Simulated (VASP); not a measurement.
The system is SiNi3.

```
Ni Si
1.0
     3.54200    0.00000    0.00000
     0.00000    3.54200    0.00000
     0.00000    0.00000    3.54200
Ni Si
3 1
Direct
  0.50000 0.50000 0.00000
  0.50000 0.00000 0.50000
  0.00000 0.50000 0.50000
  0.00000 0.00000 0.00000
```

Base run:

- Program: VASP 6.6.1
- Functional: PBE
- Potentials or basis: VASP PAW PBE potentials, release 64 (Ni_sv_GW, Si)
- Cutoff: 690 eV
- k mesh: 6 × 6 × 6
- Occupations: fermi-dirac, width 0.05 eV
- Spin: collinear spin, ferromagnetic start
- Starting moments: [1.5, 1.5, 1.5, 0.0] μB
- Fixed moment: 4.5 μB

Its results: pressure 11.5 GPa; site moments Ni +1.24; Si +0.31 μB.

**Question.** The run is repeated on the same cell with these changes: fixed moment from 4.5 μB to 2.2 μB; moments at the start from [1.5, 1.5, 1.5, 0.0] to [0.73, 0.73, 0.73, 0.0]. What comes out?

**Answer.** Pressure -2.3 GPa; site moments Ni +0.71; Si +0.06 μB.

Caveats: the total moment is fixed, so each spin has its own Fermi level and the state may be an excited one; the cell stands under pressure (at least some runs).
